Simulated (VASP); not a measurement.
# La: single point with PBEsol

Crystal: La.

```
CELL_PARAMETERS angstrom
3.58800 0.00000 0.00000
-1.79400 3.10730 0.00000
0.00000 0.00000 13.11610
ATOMIC_POSITIONS crystal
La 0.00000 0.00000 0.00000
La 0.00000 0.00000 0.50000
La 0.33333 0.66667 0.25000
La 0.66667 0.33333 0.75000
```

* Program: VASP 6.6.1
* Task: single point
* Functional: PBEsol
* Potentials or basis: VASP PAW PBE potentials, release 64 (La)
* Cutoff: 520 eV
* k mesh: 12 × 12 × 4
* Occupations: gaussian, width 0.15 eV
* Spin: no spin polarisation

```yaml
Pressure: -1.5 GPa
Band_gap_on_the_k_mesh: zero (bands 22 and 23 overlap by 1.00 eV)
```

Stress tensor (GPa, compression positive):
```
 0.19  0.00  0.00
 0.00  0.19  0.00
 0.00  0.00 -4.80
```

Levels at points of the mesh, in eV from the Fermi level:
| k point | band 20 | band 21 | band 22 | band 23 | band 24 | band 25 |
| --- | --- | --- | --- | --- | --- | --- |
| (0.00, 0.00, 0.00) | -1.72 | 0.31 | 0.35 | 0.55 | 1.33 | 1.36 |
| (0.50, 0.00, 0.00) | -1.31 | -1.01 | -0.57 | -0.52 | 0.16 | 1.05 |
| (0.00, 0.00, 0.50) | -1.72 | 0.35 | 0.35 | 1.06 | 1.06 | 1.44 |
| (0.50, 0.00, 0.50) | -1.51 | -1.21 | -1.21 | 0.13 | 0.13 | 1.30 |

Wall time 28 min on 1 thread of Intel(R) Xeon(R) Platinum 8259CL CPU @ 2.50GHz (Skylake/Cascade Lake) (shared host), peak memory 0.4 GiB.

Caveat: the PAW data sets were made with another functional, which shifts forces and pressure a little; spin-orbit coupling is left out, which moves the levels of the heavy elements.
